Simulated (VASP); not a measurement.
# Pt: single point with PBEsol

Pt:

```
Pt
1.0
     0.00000    1.93322    1.93322
     1.93322    0.00000    1.93322
     1.93322    1.93322    0.00000
Pt
1
Direct
  0.00000 0.00000 0.00000
```

This cell differs from its parent crystal: volume scaled by 0.96.

```
Program                : VASP 6.6.1
Task                   : single point
Functional             : PBEsol
Potentials or basis    : VASP PAW PBE potentials, release 64 (Pt)
Cutoff                 : 520 eV
k mesh                 : 23 × 23 × 23
Occupations            : fermi-dirac, width 0.1 eV
Spin                   : no spin polarisation
Dipole correction      : no
Further INCAR settings : ALGO = Normal; EDIFF = 1e-06; NBANDS = 11
```

```
Pressure               : 12.7 GPa
Band gap on the k mesh : zero (band 5 reaches 12.46 eV, above the bottom of band 6 at 10.08 eV)
```

Levels at points of the mesh, in eV from the Fermi level:
```tsv
k point	band 2	band 3	band 4	band 5	band 6	band 7	band 8	band 9
(0.00, 0.00, 0.00)	-4.09	-4.09	-4.09	-1.75	-1.75	14.48	19.68	19.68
```

It took 22 s on 1 thread of Intel(R) Xeon(R) 6975P-C (Granite Rapids), with other jobs on the host, peak memory 0.17 GiB.

Caveat: the PAW data sets were made with another functional, which shifts forces and pressure a little; spin-orbit coupling is left out, which moves the levels of the heavy elements.
